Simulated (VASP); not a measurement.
Input of a VASP 6.6.1 run:

File INCAR:

```
PREC = Accurate ; ENCUT = 520
EDIFF = 1E-6 ; ISMEAR = 0
SIGMA = 0.1 ; LREAL = Auto
LASPH = T ; NELM = 60
ALGO = Normal ; ISIF = 2
LWAVE = F ; LCHARG = T
GGA = PE ; LELF = T
LVHAR = T ; NBANDS = 42
```

Contents of KPOINTS:

```
Automatic mesh
0
Gamma
  4 4 4
```

POSCAR

```
TaH3
1.0
   -4.1680109700      4.1680109700      4.1680109700
    4.1680109700     -4.1680109700      4.1680109700
    4.1680109700      4.1680109700     -4.1680109700
Ta H
4 12
Direct
    0.5000000000      0.5000000000      0.5000000000
    0.0000000000      0.0000000000      0.5000000000
    0.0000000000      0.5000000000      0.0000000000
    0.5000000000      0.0000000000      0.0000000000
    0.5000000000      0.7305612200      0.7694387800
    0.7694387800      0.5000000000      0.7305612200
    0.7305612200      0.7694387800      0.5000000000
    0.0388775500      0.2694387800      0.7694387800
    0.2305612200      0.9611224500      0.7305612200
    0.2694387800      0.2305612200      0.5000000000
    0.9611224500      0.7305612200      0.2305612200
    0.2305612200      0.5000000000      0.2694387800
    0.2694387800      0.7694387800      0.0388775500
    0.5000000000      0.2694387800      0.2305612200
    0.7694387800      0.0388775500      0.2694387800
    0.7305612200      0.2305612200      0.9611224500
```

Potentials or basis: VASP PAW PBE potentials, release 64 (Ta_pv, H).

Command:

```console
$ cat potpaw_PBE.64/Ta_pv/POTCAR potpaw_PBE.64/H/POTCAR > POTCAR
$ mpirun -np 1 vasp_std > vasp.out
```

(1) Predict the pressure.

(2) What does it give for the band gap on the k mesh?

## Answers

(1) -14.9 GPa.

(2) zero (band 28 reaches -0.59 eV, above the bottom of band 29 at -0.98 eV).

Caveat: spin-orbit coupling is left out, which moves the levels of the heavy elements.
